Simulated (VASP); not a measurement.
# SiW3 (I4mm) in VASP: single point with PBEsol

Aim: the single point of SiW3 with PBEsol.

Program: VASP 6.6.1. These are calculated values, not measurements. Logs are shortened: lines on timing, memory, paths and dates and some standing lists are left out, and cuts for length are marked.

### 1 The cell of the first run

The structure is tetragonal, space group I4mm (No. 107). Conventional cell: a = 5.154 Å, b = 5.154 Å, c = 5.154 Å, α = 90.00°, β = 90.00°, γ = 90.00°. Within 2.8 Å of Si (site symmetry 4mm) lie 5 W at 2.13 to 2.62 Å. Within 3.4 Å of W (site symmetry 2mm) lie 4 W at 2.58 Å and 4 Si at 2.62 to 3.34 Å. Within 2.8 Å of W (site symmetry 4mm) lie 1 Si at 2.13 Å and 4 W at 2.58 Å.

### 2 Single point, PBEsol (atom 1 (Si) moved by (-0.450, +0.000) A along x and z)

File INCAR:

```
SYSTEM = SiW3
PREC = Accurate
ENCUT = 520
EDIFF = 1E-7
ISMEAR = 0
SIGMA = 0.15
LREAL = .False.
LASPH = .True.
NELM = 60
ALGO = Fast
ISIF = 2
LWAVE = .False.
LCHARG = .False.
GGA = PS
NBANDS = 31
```

File KPOINTS:

```
Automatic mesh
0
Gamma
  14 14 14
  0 0 0
```

File POSCAR:

```
SiW3
1.0
   -2.5771952866      2.5771952866      2.5771952866
    2.5771952866     -2.5771952866      2.5771952866
    2.5771952866      2.5771952866     -2.5771952866
Si W
1 3
Direct
    0.0000000000     -0.0873042106     -0.0873042106
    0.5000000000      0.5000000000      0.0000000000
    0.5000000000      0.0000000000      0.5000000000
    0.0000000000      0.5000000000      0.5000000000
```

Potentials or basis: VASP PAW PBE potentials, release 64 (Si, W_sv).

The run is started by

```sh
$ cat potpaw_PBE.64/Si/POTCAR potpaw_PBE.64/W_sv/POTCAR > POTCAR
$ mpirun -np 1 vasp_std > vasp.out
```

OUTCAR:

```text
SYSTEM = SiW3
   PREC = Accurate
   ENCUT = 520
   EDIFF = 1E-7
   ISMEAR = 0
   LREAL = .False.
   LASPH = .True.
   NELM = 60
   ISIF = 2
   GGA = PS

 ion  position               nearest neighbor table
   1  0.000  0.913  0.913-   4 2.13   3 2.62   2 2.62   3 2.62   2 2.62   4 3.03
   2  0.500  0.500  0.000-   3 2.58   4 2.58   3 2.58   4 2.58   1 2.62   1 2.62
   3  0.500  0.000  0.500-   2 2.58   4 2.58   2 2.58   4 2.58   1 2.62   1 2.62
   4  0.000  0.500  0.500-   1 2.13   2 2.58   3 2.58   2 2.58   3 2.58   1 3.03

  LATTYP: Found a body centered cubic cell.
 ALAT       =     5.1543905732

  Lattice vectors:

 A1 = (  -2.5771952866,   2.5771952866,   2.5771952866)
 A2 = (   2.5771952866,  -2.5771952866,   2.5771952866)
 A3 = (   2.5771952866,   2.5771952866,  -2.5771952866)

Analysis of symmetry for initial positions (statically):
=====================================================================
 Subroutine PRICEL returns:
 Original cell was already a primitive cell.

 Routine SETGRP: Setting up the symmetry group for a
 body centered cubic supercell.

 Subroutine GETGRP returns: Found  8 space group operations
 (whereof  8 operations were pure point group operations)
 out of a pool of 48 trial point group operations.

The static configuration has the point symmetry C_4v.

Analysis of symmetry for dynamics (positions and initial velocities):
=====================================================================
 Subroutine PRICEL returns:
 Original cell was already a primitive cell.

 Routine SETGRP: Setting up the symmetry group for a
 body centered cubic supercell.

 Subroutine GETGRP returns: Found  8 space group operations
 (whereof  8 operations were pure point group operations)
 out of a pool of 48 trial point group operations.

The dynamic configuration has the point symmetry C_4v.

 Subroutine INISYM returns: Found  8 space group operations
 (whereof  8 operations are pure point group operations),
 and found     1 'primitive' translations

----------------------------------------------------------------------------------------

                                     Primitive cell

  volume of cell :      68.4703

  direct lattice vectors                    reciprocal lattice vectors
    -2.577195287  2.577195287  2.577195287     0.000000000  0.194009357  0.194009357
     2.577195287 -2.577195287  2.577195287     0.194009357  0.000000000  0.194009357
     2.577195287  2.577195287 -2.577195287     0.194009357  0.194009357  0.000000000

  length of vectors
     4.463833177  4.463833177  4.463833177     0.274370664  0.274370664  0.274370664

  position of ions in fractional coordinates (direct lattice)
     0.000000000  0.912695789  0.912695789
     0.500000000  0.500000000  0.000000000
     0.500000000  0.000000000  0.500000000
     0.000000000  0.500000000  0.500000000

  ion indices of the primitive-cell ions
   primitive index   ion index
                 1           1
                 2           2
                 3           3
                 4           4

----------------------------------------------------------------------------------------

 KPOINTS: Automatic mesh

Automatic generation of k-mesh.
 Grid dimensions read from file:
 generate k-points for:   14   14   14

 Generating k-lattice:

  Cartesian coordinates                     Fractional coordinates (reciprocal lattice)
     0.000000000  0.013857811  0.013857811     0.071428571  0.000000000  0.000000000
     0.013857811  0.000000000  0.013857811     0.000000000  0.071428571  0.000000000
     0.013857811  0.013857811  0.000000000     0.000000000  0.000000000  0.071428571

  Length of vectors
     0.019597905  0.019597905  0.019597905

  Shift w.r.t. Gamma in fractional coordinates (k-lattice)
     0.000000000  0.000000000  0.000000000

 Subroutine IBZKPT returns following result:
 ===========================================

 Found    244 irreducible k-points:

 Following reciprocal coordinates:
            Coordinates               Weight
  0.000000  0.000000  0.000000      1.000000
  0.071429  0.000000  0.000000      4.000000
  0.000000  0.071429  0.000000      8.000000
  0.142857  0.000000  0.000000      4.000000
  0.000000  0.142857  0.000000      8.000000
  0.214286  0.000000  0.000000      4.000000
[... 16 lines left out ...]
  0.071429  0.000000  0.214286     16.000000
  0.285714  0.071429  0.000000     16.000000
 [... further k-points ...]
   k-points           NKPTS =    244   k-points in BZ     NKDIM =    244   number of bands    NBANDS=     31
   number of dos      NEDOS =    301   number of ions     NIONS =      4
   total plane-waves  NPLWV =  46656
   dimension x,y,z NGX =    36 NGY =   36 NGZ =   36
   dimension x,y,z NGXF=    72 NGYF=   72 NGZF=   72
   ions per type =               1   3
   NGX,Y,Z   is equivalent  to a cutoff of  13.41, 13.41, 13.41 a.u.
   NGXF,Y,Z  is equivalent  to a cutoff of  26.81, 26.81, 26.81 a.u.
 SYSTEM =  SiW3
   PREC   = accura    normal or accurate (medium, high low for compatibility)
   ISTART =      0    job   : 0-new  1-cont  2-samecut
   ICHARG =      2    charge: 1-file 2-atom 10-const
   ISPIN  =      1    spin polarized calculation?
   LNONCOLLINEAR =      F non collinear calculations
   LSORBIT =      F    spin-orbit coupling
   LASPH  =      T    aspherical Exc in radial PAW
   ENCUT  =  520.0 eV  38.22 Ry    6.18 a.u.   8.30  8.30  8.30*2*pi/ulx,y,z
   NELM   =     60;   NELMIN=  2; NELMDL= -5     # of ELM steps
   EDIFF  = 0.1E-06   stopping-criterion for ELM
   LREAL  =      F    real-space projection
   EDIFFG = 0.1E-05   stopping-criterion for IOM
   NSW    =      0    number of steps for IOM
   IBRION =     -1    ionic relax: 0-MD 1-quasi-New 2-CG
   NFREE  =      0    steps in history (QN), initial steepest desc. (CG)
   ISIF   =      2    stress and relaxation
   ISYM   =      2    0-nonsym 1-usesym 2-fastsym
   POTIM  = 0.5000    time-step for ionic-motion
   TEBEG  =    0.0;   TEEND  =   0.0 temperature during run
   PSTRESS=    0.0 pullay stress
   NELECT =      46.0000    total number of electrons
   NUPDOWN=      -1.0000    fix difference up-down
   EMIN   =  10.00;   EMAX   =-10.00  energy-range for DOS
   EFERMI =   0.00;   METHOD = LEGACY
   ISMEAR =     0;   SIGMA  =   0.15  broadening in eV -4-tet -1-fermi 0-gaus
   EFERMI_NEDOS =   21; number of points for ismear=-14 and -15
   IALGO  =     68    algorithm
   IMIX   =      4    mixing-type and parameters
     AMIX     =   0.40;   BMIX     =  1.00
     AMIX_MAG =   1.60;   BMIX_MAG =  1.00
  volume/ion in A,a.u.               =      17.12       115.52
  Fermi-wavevector in a.u.,A,eV,Ry     =   1.433816  2.709520 27.971246  2.055829
  Thomas-Fermi vector in A             =   2.553293
   LORBIT       =      0    0 simple, 1 ext, 2 COOP (PROOUT), +10 PAW based schemes
   GGA     = PS    functional components
   LHFCALC =     F    Hartree Fock is set to
   AEXX    =    0.0000 exact exchange contribution
   IVDW    =     0    specifies the selected vdW correction
   LEPSILON=     F    determine dielectric tensor
   LRPA    =     F    only Hartree local field effects (RPA)
 non-spin polarized calculation
 RMM-DIIS sequential band-by-band and
 Gauss-broadening in eV      SIGMA  =   0.15
  energy-cutoff  :      520.00
  volume of cell :       68.47
 maximum number of plane-waves:      1878
 NGX is ok and might be reduce to    36
   NGX = 17   NGY = 17   NGZ = 17

 number of electron      46.0000008 magnetization

 Free energy of the ion-electron system (eV)
  ---------------------------------------------------
  ext. energy  EPLUGINS =         0.00000000
  ---------------------------------------------------
  free energy    TOTEN  =       -40.75680908 eV

  energy without entropy =      -40.70206510  energy(sigma->0) =      -40.72943709

 E-fermi :   9.2800     XC(G=0): -12.5034

 val. band max:        9.2778497825   @ k =  -0.2857   0.3571   0.2143
 cond. band min:       9.2813119262   @ k =   0.2143  -0.0000   0.3571
 fundamental gap:      0.0034621437
 Fermi energy:         9.2800377571

 k-point     1 :       0.0000    0.0000    0.0000
  band No.  band energies     occupation
      1     -64.6231      2.00000
      2     -64.4785      2.00000
      3     -64.2133      2.00000
      4     -29.4830      2.00000
      5     -29.4063      2.00000
      6     -29.4063      2.00000
[... 23 lines left out ...]
     30      13.3049      0.00000
     31      14.7547      0.00000

 k-point     2 :       0.0714    0.0000    0.0000
  band No.  band energies     occupation
      1     -64.6221      2.00000
      2     -64.4786      2.00000
      3     -64.2143      2.00000
      4     -29.4834      2.00000
      5     -29.3901      2.00000
      6     -29.3890      2.00000
[... 23 lines left out ...]
     30      13.1704      0.00000
     31      14.5589      0.00000

 k-point     3 :       0.0000    0.0714    0.0000
  band No.  band energies     occupation
      1     -64.6211      2.00000
      2     -64.4801      2.00000
      3     -64.2137      2.00000
      4     -29.4662      2.00000
      5     -29.4066      2.00000
      6     -29.3894      2.00000
[... 23 lines left out ...]
     30      13.2216      0.00000
     31      14.5084      0.00000

 k-point     4 :       0.1429    0.0000    0.0000
  band No.  band energies     occupation
      1     -64.6193      2.00000
      2     -64.4787      2.00000
      3     -64.2170      2.00000
      4     -29.4842      2.00000
      5     -29.3424      2.00000
      6     -29.3381      2.00000
[... 635 lines left out ...]
     30      12.7834      0.00000
     31      13.5033      0.00000

 k-point    23 :       0.0714    0.0000    0.2143
  band No.  band energies     occupation
      1     -64.6029      2.00000
      2     -64.4931      2.00000
      3     -64.2193      2.00000
      4     -29.3930      2.00000
      5     -29.3368      2.00000
      6     -29.1517      2.00000
[... 23 lines left out ...]
     30      12.8000      0.00000
     31      13.3793      0.00000

 k-point    24 :       0.2857    0.0714    0.0000
  band No.  band energies     occupation
      1     -64.6067      2.00000
      2     -64.4811      2.00000
      3     -64.2277      2.00000
      4     -29.4707      2.00000
      5     -29.1622      2.00000
      6     -29.0336      2.00000
[... 23 lines left out ...]
     30      12.6936      0.00000
     31      13.5288      0.00000

 [... further k-points ...]

------------------------ aborting loop because EDIFF is reached ----------------------------------------

  FORCE on cell =-STRESS in cart. coord.  units (eV):
  Direction    XX          YY          ZZ          XY          YZ          ZX
  --------------------------------------------------------------------------------------
  -------------------------------------------------------------------------------------
  Total       12.5120739     -0.4791216     -0.4791216      0.0000000      0.0000000      0.0000000
  in kB      292.7776414    -11.2112576    -11.2112576      0.0000000      0.0000000      0.0000000
  external PRESSURE =      90.1183754 kB  Pullay stress =       0.0000000 kB

 VOLUME and BASIS-vectors are now :
 -----------------------------------------------------------------------------
  energy-cutoff  :      520.00
  volume of cell :       68.47
      direct lattice vectors                 reciprocal lattice vectors
    -2.577195287  2.577195287  2.577195287     0.000000000  0.194009357  0.194009357
     2.577195287 -2.577195287  2.577195287     0.194009357  0.000000000  0.194009357
     2.577195287  2.577195287 -2.577195287     0.194009357  0.194009357  0.000000000

 POSITION                                       TOTAL-FORCE (eV/Angst)
 -----------------------------------------------------------------------------------
      4.70439      0.00000      0.00000         5.909336      0.000000      0.000000
      0.00000      0.00000      2.57720         0.652698     -0.000000      0.000000
      0.00000      2.57720      0.00000         0.652698      0.000000     -0.000000
      2.57720      0.00000      0.00000        -7.214732      0.000000      0.000000
 -----------------------------------------------------------------------------------
    total drift:                                0.000045     -0.000000     -0.000000

  FREE ENERGIE OF THE ION-ELECTRON SYSTEM (eV)
  ---------------------------------------------------
  free  energy   TOTEN  =       -40.7568090769 eV

  energy  without entropy=      -40.7020651010  energy(sigma->0) =      -40.72943709
```

Wall time 10 min (1 thread of Intel Xeon Platinum 8259CL at 2.50GHz (Skylake/Cascade Lake), shared host); peak memory 0.51 GiB.

What came out:

```
Free energy            : -40.7568 eV
Pressure               : 9.0 GPa
Largest force          : 7.215 eV/Å
Band gap on the k mesh : zero (bands 23 and 24 overlap by 1.75 eV)
```

Forces in eV/Å, atoms in the order of the input:
```
Si   5.909  0.000  0.000
W    0.653  0.000  0.000
W    0.653  0.000  0.000
W   -7.215  0.000  0.000
```

Caveat: the cell differs from its parent crystal (atom 1 (Si) moved by (-0.450, +0.000) A along x and z); the stress differs along the axes, from -1 to 29 GPa; the PAW data sets were made with another functional, which shifts forces and pressure a little; spin-orbit coupling is left out, which moves the levels of the heavy elements.
